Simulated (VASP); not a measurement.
A run of VASP 6.6.1 is set up as follows.

INCAR

```
SYSTEM = Re
PREC = Accurate ; ENCUT = 520
EDIFF = 1E-6 ; ISMEAR = -1
SIGMA = 0.08 ; LREAL = .False.
LASPH = .True. ; NELM = 100
ALGO = Normal ; ISIF = 2
LWAVE = .False. ; LCHARG = .False.
GGA = PE ; NBANDS = 10
```

KPOINTS

```
Automatic mesh
0
Gamma
  16 16 15
  0 0 0
```

File POSCAR:

```
Re
1.0
    2.5054259570      0.0000000000      0.0000000000
   -1.2527129784      2.1697625260      0.0000000000
    0.0000000000      0.0000000000      2.2542782086
Re
1
Direct
    0.0000000000      0.0000000000      0.0000000000
```

Potentials or basis: VASP PAW PBE potentials, release 64 (Re).

Launch:

```console
$ cat potpaw_PBE.64/Re/POTCAR > POTCAR
$ mpirun -np 1 vasp_std > vasp.out
```

Problem. Estimate the pressure.

Solution. 149.4 GPa.

Problem. Estimate the band gap on the k mesh.

Solution. Zero (an odd number of electrons rules out a gap without spin polarisation).

Stress tensor (GPa, compression positive):
```
154.00   0.00   0.00
  0.00 154.00   0.00
  0.00   0.00 140.22
```

Caveat: the stress differs along the axes, from 140 to 154 GPa; spin-orbit coupling is left out, which moves the levels of the heavy elements.
